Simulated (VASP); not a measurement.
# Ir (P1) in VASP: notebook

The runs below take Ir through single point, with PBE.

All numbers are computed with VASP 6.6.1; they aren't measurements. Logs are shortened: lines on timing, memory, paths and dates and some standing lists are left out, and cuts for length are marked.

## (1) The cell of the first run

The typed cell holds 8 atoms: a = 5.242 Å, b = 5.242 Å, c = 5.503 Å, α = 105.21°, β = 105.21°, γ = 116.69°.

## (2) Single point, PBE (atoms moved at random)

The input, INCAR:

```
PREC = Accurate ; ENCUT = 520
EDIFF = 1E-6 ; ISMEAR = 0
SIGMA = 0.15 ; LREAL = False
LASPH = True ; NELM = 60
ALGO = Fast ; ISIF = 2
LWAVE = False ; LCHARG = False
GGA = PE ; NBANDS = 46
```

The input, KPOINTS:

```
Automatic mesh
0
Gamma
  6 6 6
```

The input, POSCAR:

```
Ir
1.0
    1.3756889473     -2.3827631521      4.4622900000
    1.3756889473     -2.3827631521     -4.4622900000
    2.7513778946      4.7655263042      0.0000000000
Ir
8
Direct
    0.0494470490      0.3091832399      0.3309013526
    0.5460542672      0.7858665679      0.3495581710
    0.0143908842      0.2798402611      0.7919338524
    0.5505432965      0.8090390023      0.8379498514
    0.4666209876      0.2087161807      0.1681741574
    0.9671790349      0.7131413788      0.1629429126
    0.4410767892      0.1925629500      0.6817722949
    0.9646876914      0.7016504193      0.6767674076
```

Potentials or basis: VASP PAW PBE potentials, release 64 (Ir).

On the command line:

```console
$ cat potpaw_PBE.64/Ir/POTCAR > POTCAR
$ mpirun -np 1 vasp_std > vasp.out
```

OUTCAR:

```text
PREC = Accurate
   ENCUT = 520
   EDIFF = 1E-6
   ISMEAR = 0
   LREAL = False
   LASPH = True
   NELM = 60
   ISIF = 2
   GGA = PE

 ion  position               nearest neighbor table
   1  0.049  0.309  0.331-   2 2.63   3 2.63   6 2.68   8 2.69   5 2.70   4 2.73   5 2.77   4 2.77
                             6 2.81   7 2.83   2 2.88   3 2.88
   2  0.546  0.786  0.350-   3 2.55   1 2.63   4 2.65   5 2.72   8 2.73   6 2.74   7 2.78   6 2.80
                             5 2.80   4 2.86   1 2.88   3 2.97
   3  0.014  0.280  0.792-   2 2.55   8 2.55   1 2.63   7 2.66   7 2.70   4 2.71   6 2.78   8 2.80
                             4 2.81   1 2.88   5 2.94   2 2.97
   4  0.551  0.809  0.838-   7 2.61   2 2.65   5 2.67   8 2.70   3 2.71   1 2.73   6 2.76   8 2.77
                             1 2.77   3 2.81   7 2.85   2 2.86
   5  0.467  0.209  0.168-   7 2.62   4 2.67   1 2.70   2 2.72   6 2.72   8 2.74   8 2.76   1 2.77
                             6 2.78   2 2.80   7 2.89   3 2.94
   6  0.967  0.713  0.163-   8 2.66   1 2.68   5 2.72   2 2.74   7 2.75   4 2.76   7 2.77   3 2.78
                             5 2.78   2 2.80   1 2.81   8 2.85
   7  0.441  0.193  0.682-   4 2.61   5 2.62   8 2.65   3 2.66   3 2.70   6 2.75   6 2.77   2 2.78
                             1 2.83   4 2.85   8 2.86   5 2.89
   8  0.965  0.702  0.677-   3 2.55   7 2.65   6 2.66   1 2.69   4 2.70   2 2.73   5 2.74   5 2.76
                             4 2.77   3 2.80   6 2.85   7 2.86

  LATTYP: Found a face centered orthorhombic cell.
 ALAT       =     5.5027557891
 B/A-ratio  =     1.6218382828
 C/A-ratio  =     1.7320508076

  Lattice vectors:

 A1 = (   4.1270668419,   2.3827631521,  -4.4622900000)
 A2 = (   5.5027557892,   0.0000000000,   0.0000000000)
 A3 = (   1.3756889473,  -2.3827631521,  -4.4622900000)

Analysis of symmetry for initial positions (statically):
=====================================================================
 Subroutine PRICEL returns:
 Original cell was already a primitive cell.

 Routine SETGRP: Setting up the symmetry group for a
 face centered orthorhombic supercell.

 Subroutine GETGRP returns: Found  1 space group operations
 (whereof  1 operations were pure point group operations)
 out of a pool of  8 trial point group operations.

The static configuration has the point symmetry C_1 .

Analysis of symmetry for dynamics (positions and initial velocities):
=====================================================================
 Subroutine PRICEL returns:
 Original cell was already a primitive cell.

 Routine SETGRP: Setting up the symmetry group for a
 face centered orthorhombic supercell.

 Subroutine GETGRP returns: Found  1 space group operations
 (whereof  1 operations were pure point group operations)
 out of a pool of  8 trial point group operations.

The dynamic configuration has the point symmetry C_1 .

 Subroutine INISYM returns: Found  1 space group operations
 (whereof  1 operations are pure point group operations),
 and found     1 'primitive' translations

----------------------------------------------------------------------------------------

                                     Primitive cell

  volume of cell :     117.0170

  direct lattice vectors                    reciprocal lattice vectors
     1.375688947 -2.382763152  4.462290000     0.181727127 -0.104920206  0.112050091
     1.375688947 -2.382763152 -4.462290000     0.181727127 -0.104920206 -0.112050091
     2.751377895  4.765526304  0.000000000     0.181727127  0.104920206  0.000000000

  length of vectors
     5.242338444  5.242338444  5.502755789     0.237882789  0.237882789  0.209840411

  position of ions in fractional coordinates (direct lattice)
     0.049447049  0.309183240  0.330901353
     0.546054267  0.785866568  0.349558171
     0.014390884  0.279840261  0.791933852
     0.550543297  0.809039002  0.837949851
     0.466620988  0.208716181  0.168174157
     0.967179035  0.713141379  0.162942913
     0.441076789  0.192562950  0.681772295
     0.964687691  0.701650419  0.676767408

  ion indices of the primitive-cell ions
   primitive index   ion index
                 1           1
                 2           2
                 3           3
                 4           4
                 5           5
                 6           6
                 7           7
                 8           8

----------------------------------------------------------------------------------------

 KPOINTS: Automatic mesh

Automatic generation of k-mesh.
 Grid dimensions read from file:
 generate k-points for:    6    6    6

 Generating k-lattice:

  Cartesian coordinates                     Fractional coordinates (reciprocal lattice)
     0.030287854 -0.017486701  0.018675015     0.166666667  0.000000000  0.000000000
     0.030287854 -0.017486701 -0.018675015     0.000000000  0.166666667  0.000000000
     0.030287854  0.017486701  0.000000000     0.000000000  0.000000000  0.166666667

  Length of vectors
     0.039647131  0.039647131  0.034973402

  Shift w.r.t. Gamma in fractional coordinates (k-lattice)
     0.000000000  0.000000000  0.000000000

 Subroutine IBZKPT returns following result:
 ===========================================

 Found    112 irreducible k-points:

 Following reciprocal coordinates:
            Coordinates               Weight
  0.000000  0.000000  0.000000      1.000000
  0.166667  0.000000  0.000000      2.000000
 -0.000000  0.166667 -0.166667      2.000000
  0.000000 -0.166667 -0.000000      2.000000
 -0.166667  0.000000  0.166667      2.000000
  0.333333  0.000000  0.000000      2.000000
[... 16 lines left out ...]
  0.500000 -0.166667 -0.333333      2.000000
 -0.333333  0.166667 -0.000000      2.000000
 [... further k-points ...]
   k-points           NKPTS =    112   k-points in BZ     NKDIM =    112   number of bands    NBANDS=     46
   number of dos      NEDOS =    301   number of ions     NIONS =      8
   total plane-waves  NPLWV =  67200
   dimension x,y,z NGX =    40 NGY =   40 NGZ =   42
   dimension x,y,z NGXF=    80 NGYF=   80 NGZF=   84
   ions per type =               8
   NGX,Y,Z   is equivalent  to a cutoff of  12.68, 12.68, 12.69 a.u.
   NGXF,Y,Z  is equivalent  to a cutoff of  25.37, 25.37, 25.38 a.u.
 SYSTEM =  unknown system
   PREC   = accura    normal or accurate (medium, high low for compatibility)
   ISTART =      0    job   : 0-new  1-cont  2-samecut
   ICHARG =      2    charge: 1-file 2-atom 10-const
   ISPIN  =      1    spin polarized calculation?
   LNONCOLLINEAR =      F non collinear calculations
   LSORBIT =      F    spin-orbit coupling
   LASPH  =      T    aspherical Exc in radial PAW
   ENCUT  =  520.0 eV  38.22 Ry    6.18 a.u.   9.75  9.75 10.23*2*pi/ulx,y,z
   NELM   =     60;   NELMIN=  2; NELMDL= -5     # of ELM steps
   EDIFF  = 0.1E-05   stopping-criterion for ELM
   LREAL  =      F    real-space projection
   EDIFFG = 0.1E-04   stopping-criterion for IOM
   NSW    =      0    number of steps for IOM
   IBRION =     -1    ionic relax: 0-MD 1-quasi-New 2-CG
   NFREE  =      0    steps in history (QN), initial steepest desc. (CG)
   ISIF   =      2    stress and relaxation
   ISYM   =      2    0-nonsym 1-usesym 2-fastsym
   POTIM  = 0.5000    time-step for ionic-motion
   TEBEG  =    0.0;   TEEND  =   0.0 temperature during run
   PSTRESS=    0.0 pullay stress
   NELECT =      72.0000    total number of electrons
   NUPDOWN=      -1.0000    fix difference up-down
   EMIN   =  10.00;   EMAX   =-10.00  energy-range for DOS
   EFERMI =   0.00;   METHOD = LEGACY
   ISMEAR =     0;   SIGMA  =   0.15  broadening in eV -4-tet -1-fermi 0-gaus
   EFERMI_NEDOS =   21; number of points for ismear=-14 and -15
   IALGO  =     68    algorithm
   IMIX   =      4    mixing-type and parameters
     AMIX     =   0.40;   BMIX     =  1.00
     AMIX_MAG =   1.60;   BMIX_MAG =  1.00
  volume/ion in A,a.u.               =      14.63        98.71
  Fermi-wavevector in a.u.,A,eV,Ry     =   1.392417  2.631287 26.379323  1.938826
  Thomas-Fermi vector in A             =   2.516162
   LORBIT       =      0    0 simple, 1 ext, 2 COOP (PROOUT), +10 PAW based schemes
   GGA     = PE    functional components
   LHFCALC =     F    Hartree Fock is set to
   AEXX    =    0.0000 exact exchange contribution
   IVDW    =     0    specifies the selected vdW correction
   LEPSILON=     F    determine dielectric tensor
   LRPA    =     F    only Hartree local field effects (RPA)
 non-spin polarized calculation
 RMM-DIIS sequential band-by-band and
 Gauss-broadening in eV      SIGMA  =   0.15
  energy-cutoff  :      520.00
  volume of cell :      117.02
 maximum number of plane-waves:      3166
   NGX = 19   NGY = 19   NGZ = 21

 number of electron      72.0000002 magnetization

 Free energy of the ion-electron system (eV)
  ---------------------------------------------------
  ext. energy  EPLUGINS =         0.00000000
  ---------------------------------------------------
  free energy    TOTEN  =       -69.59741614 eV

  energy without entropy =      -69.49233649  energy(sigma->0) =      -69.54487631

 E-fermi :   9.9600     XC(G=0): -13.7772

 val. band max:        9.9588620314   @ k =   0.3333   0.5000   0.1667
 cond. band min:       9.9609727764   @ k =  -0.0000  -0.1667  -0.1667
 fundamental gap:      0.0021107450
 Fermi energy:         9.9600181973

 k-point     1 :       0.0000    0.0000    0.0000
  band No.  band energies     occupation
      1      -0.9295      2.00000
      2       2.0711      2.00000
      3       2.3412      2.00000
      4       2.3641      2.00000
      5       2.4366      2.00000
      6       2.5002      2.00000
[... 38 lines left out ...]
     45      11.9304      0.00000
     46      12.1729      0.00000

 k-point     2 :       0.1667    0.0000    0.0000
  band No.  band energies     occupation
      1      -0.5940      2.00000
      2       2.2824      2.00000
      3       2.3500      2.00000
      4       2.3804      2.00000
      5       2.6525      2.00000
      6       2.7282      2.00000
[... 38 lines left out ...]
     45      12.0913      0.00000
     46      12.3861      0.00000

 k-point     3 :      -0.0000    0.1667   -0.1667
  band No.  band energies     occupation
      1      -0.5928      2.00000
      2       2.2822      2.00000
      3       2.3103      2.00000
      4       2.4336      2.00000
      5       2.6429      2.00000
      6       2.6917      2.00000
[... 38 lines left out ...]
     45      12.1167      0.00000
     46      12.3862      0.00000

 k-point     4 :       0.0000   -0.1667   -0.0000
  band No.  band energies     occupation
      1      -0.5933      2.00000
      2       2.2948      2.00000
      3       2.3284      2.00000
      4       2.3756      2.00000
      5       2.6537      2.00000
      6       2.7751      2.00000
[... 920 lines left out ...]
     45      12.7840      0.00000
     46      14.4823      0.00000

 k-point    23 :       0.5000   -0.1667   -0.3333
  band No.  band energies     occupation
      1       1.0873      2.00000
      2       2.1185      2.00000
      3       2.7751      2.00000
      4       2.8913      2.00000
      5       2.9888      2.00000
      6       3.2885      2.00000
[... 38 lines left out ...]
     45      12.6817      0.00000
     46      14.4676      0.00000

 k-point    24 :      -0.3333    0.1667   -0.0000
  band No.  band energies     occupation
      1      -0.0231      2.00000
      2       2.2281      2.00000
      3       2.2863      2.00000
      4       2.3296      2.00000
      5       2.4722      2.00000
      6       2.9255      2.00000
[... 38 lines left out ...]
     45      12.2847      0.00000
     46      13.9685      0.00000

 [... further k-points ...]
[... 5 lines left out ...]
  --------------------------------------------------------------------------------------
  -------------------------------------------------------------------------------------
  Total        1.7183626      3.1389301      2.3148801      0.2661222      0.8228414     -0.0092489
  in kB       23.5275391     42.9777158     31.6949583      3.6437018     11.2662098     -0.1266350
  external PRESSURE =      32.7334044 kB  Pullay stress =       0.0000000 kB

 VOLUME and BASIS-vectors are now :
 -----------------------------------------------------------------------------
  energy-cutoff  :      520.00
  volume of cell :      117.02
      direct lattice vectors                 reciprocal lattice vectors
     1.375688947 -2.382763152  4.462290000     0.181727127 -0.104920206  0.112050091
     1.375688947 -2.382763152 -4.462290000     0.181727127 -0.104920206 -0.112050091
     2.751377895  4.765526304  0.000000000     0.181727127  0.104920206  0.000000000

 POSITION                                       TOTAL-FORCE (eV/Angst)
 -----------------------------------------------------------------------------------
      1.40380      0.72239     -1.15902        -0.621259      0.324269      0.940951
      2.79408     -1.50782     -1.07011        -1.129228     -1.388980     -0.176157
      2.58368      3.07290     -1.18451         2.302993      1.591470      0.970022
      4.17588      0.75371     -1.15348        -0.242471      0.922781      1.194567
      1.39176     -0.80773      1.15085         0.211746      0.692653     -0.466860
      2.75992     -3.22730      1.13359         0.077418      0.455920     -0.435813
      2.74750      1.73919      1.10894        -0.223242     -2.026127     -0.719734
      4.15441     -0.74534      1.17375        -0.375958     -0.571986     -1.306976
 -----------------------------------------------------------------------------------
    total drift:                               -0.000003     -0.000029     -0.000011

  FREE ENERGIE OF THE ION-ELECTRON SYSTEM (eV)
  ---------------------------------------------------
  free  energy   TOTEN  =       -69.5974161440 eV

  energy  without entropy=      -69.4923364854  energy(sigma->0) =      -69.54487631
```

It took 32 min on 1 thread of AMD EPYC 7R13, shared host; peak memory 0.5 GiB.

What came out:

```
Free energy            : -69.5974 eV
Pressure               : 3.3 GPa
Largest force          : 2.963 eV/Å
Band gap on the k mesh : zero (band 36 reaches 10.63 eV, above the bottom of band 37 at 9.36 eV)
```

Forces in eV/Å, atoms in the order of the input:
```
Ir  -0.621  0.324  0.941
Ir  -1.129 -1.389 -0.176
Ir   2.303  1.591  0.970
Ir  -0.242  0.923  1.195
Ir   0.212  0.693 -0.467
Ir   0.077  0.456 -0.436
Ir  -0.223 -2.026 -0.720
Ir  -0.376 -0.572 -1.307
```

Levels at points of the mesh, in eV from the Fermi level:
```csv
k point,band 33,band 34,band 35,band 36,band 37,band 38,band 39,band 40
"(0.00, 0.00, 0.00)",-0.50,0.07,0.41,0.67,0.69,0.79,0.84,0.89
"(0.50, 0.00, 0.00)",-1.29,-1.13,-1.10,-0.62,-0.43,-0.29,0.27,0.39
"(0.00, 0.50, 0.50)",-1.29,-1.23,-0.88,-0.63,-0.57,-0.41,0.30,0.41
"(0.00, 0.50, 0.00)",-1.32,-1.12,-1.07,-0.68,-0.44,-0.26,0.32,0.45
"(0.50, 0.00, 0.50)",-1.29,-1.21,-0.80,-0.74,-0.60,-0.38,0.31,0.39
"(0.50, 0.50, 0.00)",-0.37,-0.24,0.51,0.61,0.79,0.84,0.86,0.92
"(0.00, 0.00, 0.50)",-1.72,-1.58,-1.18,-0.96,0.49,0.67,0.73,0.78
"(0.50, 0.50, 0.50)",-0.90,-0.71,-0.30,-0.26,-0.15,0.03,0.31,0.37
```

Caveat: the cell differs from its parent crystal (atoms moved at random); spin-orbit coupling is left out, which moves the levels of the heavy elements; forces of over 1 eV/Å act on the atoms, so gaps and moduli don't describe the material at rest.

## (3) Single point, PBE (atoms moved at random)

The input, INCAR:

```
SYSTEM = Ir
ALGO = Fast ; EDIFF = 1E-6
ENCUT = 520 ; GGA = PE
ISIF = 2 ; ISMEAR = 0
LASPH = .True. ; LCHARG = .False.
LREAL = .False. ; LWAVE = .False.
NBANDS = 46 ; NELM = 80
PREC = Accurate ; SIGMA = 0.15
```

The input, KPOINTS:

```
k-points
0
Gamma
  6 6 6
  0 0 0
```

The input, POSCAR:

```
Ir
1.0
    1.3756889473     -2.3827631521      4.4622900000
    1.3756889473     -2.3827631521     -4.4622900000
    2.7513778946      4.7655263042      0.0000000000
Ir
8
Direct
    0.0509473297      0.2981964725      0.3345389858
    0.5406151095      0.7855687127      0.3175933830
    0.0605152712      0.2940772296      0.8412237352
    0.5468450390      0.7828051898      0.8337526741
    0.4936366639      0.2419928540      0.1731800654
    0.9427471217      0.6793053016      0.1793353319
    0.4358584390      0.1989095122      0.6499594226
    0.9288350260      0.7191447277      0.6704164021
```

Potentials or basis: VASP PAW PBE potentials, release 64 (Ir).

On the command line:

```console
$ cat potpaw_PBE.64/Ir/POTCAR > POTCAR
$ mpirun -np 1 vasp_std > vasp.out
```

Wall time 26 min (1 thread of AMD EPYC 7R13, shared host); peak memory 0.5 GiB.

It converged, with:

```yaml
Free_energy: -69.1469 eV
Pressure: 6.4 GPa
Largest_force: 3.980 eV/Å
Band_gap_on_the_k_mesh: zero (band 36 reaches 10.61 eV, above the bottom of band 37 at 9.43 eV)
```

Forces on the atoms (eV/Å):
```
Ir  -0.290  0.494  0.443
Ir   0.955  0.325 -1.567
Ir  -0.632  0.023 -1.781
Ir   0.113  0.366 -1.864
Ir  -2.594  2.968  0.550
Ir   1.004 -3.744 -0.365
Ir   0.788  0.025  1.544
Ir   0.656 -0.457  3.039
```

Stress tensor (GPa, compression positive):
```
 4.25 -3.25 -0.12
-3.25  8.17 -1.24
-0.12 -1.24  6.85
```

Levels at points of the mesh, in eV from the Fermi level:
```
           k point  band 34  band 35  band 36  band 37  band 38  band 39
(0.00, 0.00, 0.00)     0.15     0.39     0.60     0.69     0.79     0.90
(0.50, 0.00, 0.00)    -1.12    -0.94    -0.61    -0.45    -0.15     0.36
(0.00, 0.50, 0.50)    -1.04    -0.85    -0.66    -0.45    -0.26     0.29
(0.00, 0.50, 0.00)    -0.97    -0.84    -0.61    -0.55    -0.03     0.34
(0.50, 0.00, 0.50)    -1.09    -0.80    -0.67    -0.49    -0.15     0.24
(0.50, 0.50, 0.00)    -0.23     0.42     0.63     0.73     0.81     0.85
(0.00, 0.00, 0.50)    -1.36    -1.23    -0.99     0.42     0.61     0.64
(0.50, 0.50, 0.50)    -0.51    -0.40    -0.08     0.03     0.08     0.19
```

Caveat: the cell differs from its parent crystal (atoms moved at random); spin-orbit coupling is left out, which moves the levels of the heavy elements; forces of over 1 eV/Å act on the atoms, so gaps and moduli don't describe the material at rest.
